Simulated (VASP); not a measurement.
A run of VASP 6.6.1 is set up as follows.

File INCAR:

```
SYSTEM = SrTiO3
PREC = Accurate ; ENCUT = 520
EDIFF = 1E-6 ; ISMEAR = 0
SIGMA = 0.05 ; LREAL = .False.
LASPH = .True. ; NELM = 100
ALGO = Normal ; ISIF = 2
LWAVE = .False. ; LCHARG = .True.
GGA = PE ; LELF = .True.
LVHAR = .True. ; NBANDS = 28
```

KPOINTS

```
regular mesh
0
Gamma
  8 8 8
  0 0 0
```

Contents of POSCAR:

```
SrTiO3
1.0
    4.0283245985      0.0000000000      0.0000000000
    0.0000000000      4.0283245985      0.0000000000
    0.0000000000      0.0000000000      3.7525791173
Sr Ti O
1 1 3
Direct
    0.0000000000      0.0000000000      0.0000000000
    0.5000000000      0.5000000000      0.5000000000
    0.0000000000      0.5000000000      0.5000000000
    0.5000000000      0.0000000000      0.5000000000
    0.5000000000      0.5000000000      0.0000000000
```

Potentials or basis: VASP PAW PBE potentials, release 64 (Sr_sv, Ti_sv, O).

Run with:

```console
$ cat potpaw_PBE.64/Sr_sv/POTCAR potpaw_PBE.64/Ti_sv/POTCAR potpaw_PBE.64/O/POTCAR > POTCAR
$ mpirun -np 1 vasp_std > vasp.out
```

Question: Predict the pressure.

Answer: 2.4 GPa.

Question: Estimate the band gap on the k mesh.

Answer: 1.73 eV, indirect (least direct gap 2.06 eV).

Stress tensor (GPa, compression positive):
```
-3.58  0.00  0.00
 0.00 -3.58  0.00
 0.00  0.00 14.23
```

Caveat: the cell differs from its parent crystal (mode 1 frozen in at +0.000 Å, strain +e along z and -e/2 along x and y -0.0467). A k mesh can miss the band edges.
